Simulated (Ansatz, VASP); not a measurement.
ZnO: VASP beside Ansatz

The input INCAR:

```
SYSTEM = ZnO
PREC = Accurate ; ENCUT = 520
EDIFF = 1E-6 ; ISMEAR = 0
SIGMA = 0.05 ; LREAL = .False.
LASPH = .True. ; NELM = 60
ALGO = Normal ; ISIF = 2
LWAVE = .False. ; LCHARG = .False.
NBANDS = 26
```

File KPOINTS:

```
regular mesh
0
Gamma
  12 12 6
  0 0 0
```

POSCAR

```
ZnO
1.0
    3.2770068899      0.0000000000      0.0000000000
   -1.6385034449      2.8379712150      0.0000000000
    0.0000000000      0.0000000000      4.8745477487
Zn O
2 2
Direct
    0.3333333333      0.6666666667      0.0018514197
    0.6666666667      0.3333333333      0.5018514197
    0.3333333333      0.6666666667      0.3350338920
    0.6666666667      0.3333333333      0.8350338920
```

Input for Ansatz:

```yaml
crystal:
  lattice:
    - [3.2770068899, 0.0, 0.0]
    - [-1.6385034449, 2.837971215, 0.0]
    - [0.0, 0.0, 4.8745477487]
  atoms:
    - { symbol: Zn, position: [0.3333333333, 0.6666666667, 0.0018514197] }
    - { symbol: Zn, position: [0.6666666667, 0.3333333333, 0.5018514197] }
    - { symbol: O, position: [0.3333333333, 0.6666666667, 0.335033892] }
    - { symbol: O, position: [0.6666666667, 0.3333333333, 0.835033892] }
basis:
  ecutwfc: 520.0
kpoints:
  mp_grid: { grid: [12, 12, 6] }
hamiltonian:
  xc: lda
  pseudopotentials: { kind: paw, azcp: { folder: soft_1 } }
scf:
  occupations: { method: gaussian, width: 0.05 }
output:
  forces: true
  stress: true
  eigenvalues: true
```

Alike in both runs: task single point; functional LDA; k mesh 12 × 12 × 6; occupations gaussian, width 0.05 eV; no spin polarisation.

```csv
,VASP,Ansatz
version,VASP 6.6.1,Ansatz 0.2.0
potentials or method,"VASP PAW LDA potentials, release 64 (Zn, O), cutoff 520 eV","scalar-relativistic, plane waves, PAW"
valence electrons in the cell,36,36
```

```tsv
	VASP	Ansatz	Ansatz less VASP
gap on the k mesh at the Fermi level (eV)	0.91	0.88	-0.023
least direct gap on the mesh (eV)	0.95	0.93	-0.015
pressure (GPa)	20.8	19.0	-1.74
traceless stress, the component that is largest in VASP (GPa)	61.23	58.78	-2.448
rms of the force components (eV/Å)	4.100	3.934	-0.1666
```

Ansatz warns that its potentials were made for another functional, while VASP's fit it. LDA's correlation is that of Perdew and Zunger in VASP and of Perdew and Wang (1992) in Ansatz. Atom by atom the forces differ by 0.167 eV/Å (rms over components).
